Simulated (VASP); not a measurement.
The system is Si.

```
CELL_PARAMETERS angstrom
0.00000 2.71547 2.71547
2.71547 0.00000 2.71547
2.71547 2.71547 0.00000
ATOMIC_POSITIONS crystal
Si 0.00000 0.00000 0.00000
Si 0.25000 0.25000 0.25000
```

Base run:

* Program: VASP 6.6.1
* Functional: PBE
* Potentials or basis: VASP PAW PBE potentials, release 64 (Si)
* Cutoff: 500 eV
* k mesh: 8 × 8 × 8
* Occupations: gaussian, width 0.02 eV
* Spin: no spin polarisation

Its results: band gap on the k mesh 0.62 eV, indirect (least direct gap 2.57 eV); pressure 1.9 GPa.

Problem. The run is repeated on the same cell with these changes: k mesh from 8 × 8 × 8 to 4 × 4 × 4. What comes out?

Solution. Band gap on the k mesh 0.69 eV, indirect (least direct gap 2.55 eV); pressure 2.6 GPa.

Caveats: some runs use coarse meshes.

A k mesh can miss the band edges.
